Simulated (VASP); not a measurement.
A run of VASP 6.6.1 is set up as follows.

The input INCAR:

```
PREC     = Accurate       # precision mode
ENCUT    = 600            # plane-wave cutoff, eV
EDIFF    = 1E-6           # SCF threshold, eV
ISMEAR   = 0              # smearing method
SIGMA    = 0.05           # smearing width, eV
LREAL    = False          # projectors in reciprocal space
LASPH    = True           # aspherical terms in the spheres
NELM     = 200            # most SCF steps
ALGO     = Normal         # electronic algorithm
ISIF     = 2              # what is computed and relaxed
LWAVE    = False          # write WAVECAR
LCHARG   = False          # write CHGCAR
ISPIN    = 2              # spin polarisation
MAGMOM   = 7 0            # initial moments
LORBIT   = 11             # projections on sites
LMAXMIX  = 6              # l up to which the mixer works
GGA      = PE             # functional
NBANDS   = 22             # bands
GGA_COMPAT= False
```

Contents of KPOINTS:

```
Automatic mesh
0
Gamma
  8 8 8
```

File POSCAR:

```
EuO
1.0
    0.0000000000      2.5719519658      2.5719519658
    2.5719519658      0.0000000000      2.5719519658
    2.5719519658      2.5719519658      0.0000000000
Eu O
1 1
Direct
    0.5000000000      0.5000000000      0.5000000000
    0.0000000000      0.0000000000      0.0000000000
```

Potentials or basis: VASP PAW PBE potentials, release 64 (Eu, O).

Launch:

```bash
$ cat potpaw_PBE.64/Eu/POTCAR potpaw_PBE.64/O/POTCAR > POTCAR
$ mpirun -np 1 vasp_std > vasp.out
```

Task: Estimate the pressure.

Result: -4.4 GPa.

Task: What does it give for the band gap on the k mesh?

Result: Zero (filled and empty bands overlap).

Task: Estimate the site moments.

Result: Eu +6.60; O -0.10 μB.

Task: What does it give for the net moment?

Result: 6.98 μB per cell.

Caveat: the cell stands under tension; spin-orbit coupling is left out, which moves the levels of the heavy elements; a cell with one magnetic atom can't hold antiferromagnetic order, which such compounds often take; semilocal functionals describe open f shells poorly, which spoils levels, moments and volumes. The state reached can hang on the start; a lower one may exist.
